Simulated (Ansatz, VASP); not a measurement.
**Two plane-wave programs on CrO2**

```
Cr O
1.0
     3.82294    0.00000    0.00000
     0.00000    3.82294    0.00000
     0.00000    0.00000    4.59816
Cr O
2 4
Direct
  0.00000 0.50000 0.87587
  0.50000 0.00000 0.12413
  0.00000 0.00000 0.00000
  0.50000 0.50000 0.00000
  0.00000 0.50000 0.52946
  0.50000 0.00000 0.47054
```

Alike in both runs: functional PBE; k mesh 6 × 6 × 4; occupations gaussian, width 0.1 eV; collinear spin.

Ansatz relaxed the structure, and its values are those at the end. VASP's run is a single point on that final structure, the one shown.

|  | VASP | Ansatz |
| --- | --- | --- |
| version | VASP 6.6.1 | Ansatz 0.2.0 |
| potentials or method | VASP PAW PBE potentials, release 64 (Cr_pv, O), cutoff 520 eV | scalar-relativistic, plane waves, PAW |
| valence electrons in the cell | 48 | 52 |

Ansatz gave:

| Quantity | Value |
| --- | --- |
| gap on the k mesh at the Fermi level (eV) | none |
| pressure (GPa) | 0.0 |
| rms of the force components (eV/Å) | 0.009 |
| net moment per atom (μB) | 0.58 |
| size of the moment on the site where the two differ most (μB) | 1.27 |

Q: Which values does VASP return?

A: gap on the k mesh at the Fermi level (eV): none; pressure (GPa): 1.1; rms of the force components (eV/Å): 0.181; net moment per atom (μB): 0.58; size of the moment on the site where the two differ most (μB): 1.75.

Site moments also hang on the region over which each program counts them. A gap of «none» marks a metal or a gap that the smearing closes. VASP's potentials hold 48 valence electrons a cell and Ansatz's 52, so a difference there can come from the potentials and not from the codes.
